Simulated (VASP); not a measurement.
# Si5Ge (P4/mmm) in VASP: single point with PBE

Aim: the single point of Si5Ge with PBE.

All numbers are computed with VASP 6.6.1; they aren't measurements. Logs are shortened: lines on timing, memory, paths and dates and some standing lists are left out, and cuts for length are marked.

**1. The cell of the first run**

The structure is tetragonal, space group P4/mmm (No. 123). Conventional cell: a = 7.077 Å, b = 7.077 Å, c = 2.474 Å, α = 90.00°, β = 90.00°, γ = 90.00°. Within 3.2 Å of Si (site symmetry m2m) lie 3 Si at 2.46 to 2.47 Å and 1 Ge at 2.54 Å. Within 3.2 Å of Si (site symmetry 4/mmm) lie 6 Si at 2.46 to 2.47 Å. Within 3.3 Å of Ge (site symmetry 4/mmm) lie 2 Ge at 2.47 Å and 4 Si at 2.54 Å.

The cell was generated, and may not be a known phase.

**2. Single point, PBE**

The input, INCAR:

```
  ALGO = Normal
  EDIFF = 1E-6
  ENCUT = 500
  GGA = PE
  GGA_COMPAT = False
  ISIF = 2
  ISMEAR = 0
  LASPH = True
  LCHARG = True
  LELF = True
  LREAL = False
  LVHAR = True
  LWAVE = False
  NBANDS = 26
  NELM = 120
  PREC = Accurate
  SIGMA = 0.2
```

The input, KPOINTS:

```
k-points
0
Gamma
  3 3 5
```

The input, POSCAR:

```
Si5Ge
1.0
    7.0768839429      0.0000000000      0.0000000000
    0.0000000000      7.0768839429      0.0000000000
    0.0000000000      0.0000000000      2.4744023806
Si Ge
5 1
Direct
    0.2457944814      0.2457944814      0.0000000000
    0.7542055186      0.7542055186      0.0000000000
    0.7542055186      0.2457944814      0.0000000000
    0.2457944814      0.7542055186      0.0000000000
    0.0000000000      0.0000000000      0.0000000000
    0.5000000000      0.5000000000      0.0000000000
```

Potentials or basis: VASP PAW PBE potentials, release 64 (Si, Ge_d).

On the command line:

```sh
$ cat potpaw_PBE.64/Si/POTCAR potpaw_PBE.64/Ge_d/POTCAR > POTCAR
$ mpirun -np 1 vasp_std > vasp.out
```

OUTCAR:

```text
EDIFF = 1E-6
   ENCUT = 500
   GGA = PE
   ISIF = 2
   ISMEAR = 0
   LASPH = True
   LREAL = False
   NELM = 120
   PREC = Accurate

 ion  position               nearest neighbor table
   1  0.246  0.246  0.000-   5 2.46   6 2.54
   2  0.754  0.754  0.000-   5 2.46   6 2.54
   3  0.754  0.246  0.000-   5 2.46   6 2.54
   4  0.246  0.754  0.000-   5 2.46   6 2.54
   5  0.000  0.000  0.000-   1 2.46   2 2.46   3 2.46   4 2.46
   6  0.500  0.500  0.000-   1 2.54   2 2.54   3 2.54   4 2.54

  LATTYP: Found a simple tetragonal cell.
 ALAT       =     7.0768839429
 C/A-ratio  =     0.3496457481

  Lattice vectors:

 A1 = (   7.0768839429,   0.0000000000,   0.0000000000)
 A2 = (   0.0000000000,   7.0768839429,   0.0000000000)
 A3 = (   0.0000000000,   0.0000000000,   2.4744023806)

Analysis of symmetry for initial positions (statically):
=====================================================================
 Subroutine PRICEL returns:
 Original cell was already a primitive cell.

 Routine SETGRP: Setting up the symmetry group for a
 simple tetragonal supercell.

 Subroutine GETGRP returns: Found 16 space group operations
 (whereof 16 operations were pure point group operations)
 out of a pool of 16 trial point group operations.

The static configuration has the point symmetry D_4h.

Analysis of symmetry for dynamics (positions and initial velocities):
=====================================================================
 Subroutine PRICEL returns:
 Original cell was already a primitive cell.

 Routine SETGRP: Setting up the symmetry group for a
 simple tetragonal supercell.

 Subroutine GETGRP returns: Found 16 space group operations
 (whereof 16 operations were pure point group operations)
 out of a pool of 16 trial point group operations.

The dynamic configuration has the point symmetry D_4h.

 Subroutine INISYM returns: Found 16 space group operations
 (whereof 16 operations are pure point group operations),
 and found     1 'primitive' translations

----------------------------------------------------------------------------------------

                                     Primitive cell

  volume of cell :     123.9237

  direct lattice vectors                    reciprocal lattice vectors
     7.076883943  0.000000000  0.000000000     0.141305129  0.000000000  0.000000000
     0.000000000  7.076883943  0.000000000     0.000000000  0.141305129  0.000000000
     0.000000000  0.000000000  2.474402381     0.000000000  0.000000000  0.404137988

  length of vectors
     7.076883943  7.076883943  2.474402381     0.141305129  0.141305129  0.404137988

  position of ions in fractional coordinates (direct lattice)
     0.245794481  0.245794481  0.000000000
     0.754205519  0.754205519  0.000000000
     0.754205519  0.245794481  0.000000000
     0.245794481  0.754205519  0.000000000
     0.000000000  0.000000000  0.000000000
     0.500000000  0.500000000  0.000000000

  ion indices of the primitive-cell ions
   primitive index   ion index
                 1           1
                 2           2
                 3           3
                 4           4
                 5           5
                 6           6

----------------------------------------------------------------------------------------

 KPOINTS: k-points

Automatic generation of k-mesh.
 Grid dimensions read from file:
 generate k-points for:    3    3    5

 Generating k-lattice:

  Cartesian coordinates                     Fractional coordinates (reciprocal lattice)
     0.047101710  0.000000000  0.000000000     0.333333333  0.000000000  0.000000000
     0.000000000  0.047101710  0.000000000     0.000000000  0.333333333  0.000000000
     0.000000000  0.000000000  0.080827598     0.000000000  0.000000000  0.200000000

  Length of vectors
     0.047101710  0.047101710  0.080827598

  Shift w.r.t. Gamma in fractional coordinates (k-lattice)
     0.000000000  0.000000000  0.000000000

 Subroutine IBZKPT returns following result:
 ===========================================

 Found      9 irreducible k-points:

 Following reciprocal coordinates:
            Coordinates               Weight
  0.000000  0.000000  0.000000      1.000000
  0.333333  0.000000  0.000000      4.000000
  0.333333  0.333333  0.000000      4.000000
  0.000000  0.000000  0.200000      2.000000
  0.333333  0.000000  0.200000      8.000000
  0.333333  0.333333  0.200000      8.000000
  0.000000  0.000000  0.400000      2.000000
  0.333333  0.000000  0.400000      8.000000
  0.333333  0.333333  0.400000      8.000000
   k-points           NKPTS =      9   k-points in BZ     NKDIM =      9   number of bands    NBANDS=     26
   number of dos      NEDOS =    301   number of ions     NIONS =      6
   total plane-waves  NPLWV =  52488
   dimension x,y,z NGX =    54 NGY =   54 NGZ =   18
   dimension x,y,z NGXF=   108 NGYF=  108 NGZF=   36
   ions per type =               5   1
   NGX,Y,Z   is equivalent  to a cutoff of  12.69, 12.69, 12.09 a.u.
   NGXF,Y,Z  is equivalent  to a cutoff of  25.37, 25.37, 24.19 a.u.
 SYSTEM =  unknown system
   PREC   = accura    normal or accurate (medium, high low for compatibility)
   ISTART =      0    job   : 0-new  1-cont  2-samecut
   ICHARG =      2    charge: 1-file 2-atom 10-const
   ISPIN  =      1    spin polarized calculation?
   LNONCOLLINEAR =      F non collinear calculations
   LSORBIT =      F    spin-orbit coupling
   LASPH  =      T    aspherical Exc in radial PAW
   ENCUT  =  500.0 eV  36.75 Ry    6.06 a.u.  12.90 12.90  4.51*2*pi/ulx,y,z
   NELM   =    120;   NELMIN=  2; NELMDL= -5     # of ELM steps
   EDIFF  = 0.1E-05   stopping-criterion for ELM
   LREAL  =      F    real-space projection
   EDIFFG = 0.1E-04   stopping-criterion for IOM
   NSW    =      0    number of steps for IOM
   IBRION =     -1    ionic relax: 0-MD 1-quasi-New 2-CG
   NFREE  =      0    steps in history (QN), initial steepest desc. (CG)
   ISIF   =      2    stress and relaxation
   ISYM   =      2    0-nonsym 1-usesym 2-fastsym
   POTIM  = 0.5000    time-step for ionic-motion
   TEBEG  =    0.0;   TEEND  =   0.0 temperature during run
   PSTRESS=    0.0 pullay stress
   NELECT =      34.0000    total number of electrons
   NUPDOWN=      -1.0000    fix difference up-down
   EMIN   =  10.00;   EMAX   =-10.00  energy-range for DOS
   EFERMI =   0.00;   METHOD = LEGACY
   ISMEAR =     0;   SIGMA  =   0.20  broadening in eV -4-tet -1-fermi 0-gaus
   EFERMI_NEDOS =   21; number of points for ismear=-14 and -15
   IALGO  =     38    algorithm
   IMIX   =      4    mixing-type and parameters
     AMIX     =   0.40;   BMIX     =  1.00
     AMIX_MAG =   1.60;   BMIX_MAG =  1.00
  volume/ion in A,a.u.               =      20.65       139.38
  Fermi-wavevector in a.u.,A,eV,Ry     =   1.063775  2.010243 15.396578  1.131617
  Thomas-Fermi vector in A             =   2.199271
   LORBIT       =      0    0 simple, 1 ext, 2 COOP (PROOUT), +10 PAW based schemes
   GGA     = PE    functional components
   LHFCALC =     F    Hartree Fock is set to
   AEXX    =    0.0000 exact exchange contribution
   IVDW    =     0    specifies the selected vdW correction
   LEPSILON=     F    determine dielectric tensor
   LRPA    =     F    only Hartree local field effects (RPA)
 non-spin polarized calculation
 Gauss-broadening in eV      SIGMA  =   0.20
  energy-cutoff  :      500.00
  volume of cell :      123.92
 maximum number of plane-waves:      3170
 NGX is ok and might be reduce to    54
   NGX = 25   NGY = 25   NGZ =  9

 number of electron      34.0000010 magnetization

 Free energy of the ion-electron system (eV)
  ---------------------------------------------------
  ext. energy  EPLUGINS =         0.00000000
  ---------------------------------------------------
  free energy    TOTEN  =       -27.73562763 eV

  energy without entropy =      -27.69162810  energy(sigma->0) =      -27.71362787

 E-fermi :   5.5376     XC(G=0):  -9.5823

 val. band max:        5.3966756444   @ k =   0.3333   0.0000   0.4000
 cond. band min:       5.5642854277   @ k =   0.0000   0.0000   0.0000
 fundamental gap:      0.1676097834
 Fermi energy:         5.5375963907

 k-point     1 :       0.0000    0.0000    0.0000
  band No.  band energies     occupation
      1     -19.1219      2.00000
      2     -18.8948      2.00000
      3     -18.8543      2.00000
      4     -18.7750      2.00000
      5     -18.7750      2.00000
      6      -7.0551      2.00000
[... 18 lines left out ...]
     25      12.2515      0.00000
     26      14.3518      0.00000

 k-point     2 :       0.3333    0.0000    0.0000
  band No.  band energies     occupation
      1     -19.1219      2.00000
      2     -18.8948      2.00000
      3     -18.8543      2.00000
      4     -18.7750      2.00000
      5     -18.7750      2.00000
      6      -6.8295      2.00000
[... 18 lines left out ...]
     25      11.9102      0.00000
     26      12.6646      0.00000

 k-point     3 :       0.3333    0.3333    0.0000
  band No.  band energies     occupation
      1     -19.1219      2.00000
      2     -18.8948      2.00000
      3     -18.8543      2.00000
      4     -18.7750      2.00000
      5     -18.7750      2.00000
      6      -6.6713      2.00000
[... 18 lines left out ...]
     25      12.3026      0.00000
     26      13.5512      0.00000

 k-point     4 :       0.0000    0.0000    0.2000
  band No.  band energies     occupation
      1     -18.9743      2.00000
      2     -18.8864      2.00000
      3     -18.8469      2.00000
      4     -18.8345      2.00000
      5     -18.8345      2.00000
      6      -6.1120      2.00000
[... 18 lines left out ...]
     25      10.7090      0.00000
     26      10.7297      0.00000
[... 61 lines left out ...]
      1     -18.9290      2.00000
      2     -18.9290      2.00000
      3     -18.8729      2.00000
      4     -18.8350      2.00000
      5     -18.7359      2.00000
      6      -3.3465      2.00000
[... 18 lines left out ...]
     25       9.6598      0.00000
     26      10.5771      0.00000

 k-point     8 :       0.3333    0.0000    0.4000
  band No.  band energies     occupation
      1     -18.9290      2.00000
      2     -18.9290      2.00000
      3     -18.8729      2.00000
      4     -18.8350      2.00000
      5     -18.7359      2.00000
      6      -3.1158      2.00000
[... 18 lines left out ...]
     25       9.8187      0.00000
     26      10.5034      0.00000

 k-point     9 :       0.3333    0.3333    0.4000
  band No.  band energies     occupation
      1     -18.9290      2.00000
      2     -18.9290      2.00000
      3     -18.8729      2.00000
      4     -18.8350      2.00000
      5     -18.7359      2.00000
      6      -2.9458      2.00000
[... 18 lines left out ...]
     25       9.9115      0.00000
     26      10.2238      0.00000

------------------------ aborting loop because EDIFF is reached ----------------------------------------

  FORCE on cell =-STRESS in cart. coord.  units (eV):
  Direction    XX          YY          ZZ          XY          YZ          ZX
  --------------------------------------------------------------------------------------
  -------------------------------------------------------------------------------------
  Total       -0.2115461     -0.2115461      0.0484117      0.0000000     -0.0000000     -0.0000000
  in kB       -2.7350235     -2.7350235      0.6259019      0.0000000     -0.0000000     -0.0000000
  external PRESSURE =      -1.6147150 kB  Pullay stress =       0.0000000 kB

 VOLUME and BASIS-vectors are now :
 -----------------------------------------------------------------------------
  energy-cutoff  :      500.00
  volume of cell :      123.92
      direct lattice vectors                 reciprocal lattice vectors
     7.076883943  0.000000000  0.000000000     0.141305129  0.000000000  0.000000000
     0.000000000  7.076883943  0.000000000     0.000000000  0.141305129  0.000000000
     0.000000000  0.000000000  2.474402381     0.000000000  0.000000000  0.404137988

 POSITION                                       TOTAL-FORCE (eV/Angst)
 -----------------------------------------------------------------------------------
      1.73946      1.73946      0.00000         0.003251      0.003251      0.000000
      5.33742      5.33742      0.00000        -0.003251     -0.003251      0.000000
      5.33742      1.73946      0.00000        -0.003251      0.003251     -0.000000
      1.73946      5.33742      0.00000         0.003251     -0.003251      0.000000
      0.00000      0.00000      0.00000        -0.000000      0.000000      0.000000
      3.53844      3.53844      0.00000        -0.000000      0.000000      0.000000
 -----------------------------------------------------------------------------------
    total drift:                                0.000000      0.000000      0.000000

  FREE ENERGIE OF THE ION-ELECTRON SYSTEM (eV)
  ---------------------------------------------------
  free  energy   TOTEN  =       -27.7356276330 eV

  energy  without entropy=      -27.6916281041  energy(sigma->0) =      -27.71362787
```

Wall time 32 s (1 thread of Intel Xeon 8259CL, shared host); peak memory 0.22 GiB.

Results:

* Free energy: -27.7356 eV
* Pressure: -0.2 GPa
* Largest force: 0.005 eV/Å
* Band gap on the k mesh: zero (bands 17 and 18 overlap by 1.35 eV)

Forces in eV/Å, atoms in the order of the input:
```
Si   0.003  0.003  0.000
Si  -0.003 -0.003  0.000
Si  -0.003  0.003  0.000
Si   0.003 -0.003  0.000
Si   0.000  0.000  0.000
Ge   0.000  0.000  0.000
```

Stress tensor (GPa, compression positive):
```
-0.27  0.00  0.00
 0.00 -0.27  0.00
 0.00  0.00  0.06
```

Caveat: the k points lie up to 0.51 Å⁻¹ apart, too coarse for converged energies and pressures of a metal.

The gap in the log of VASP goes by the Fermi energy; the results here count the filled bands.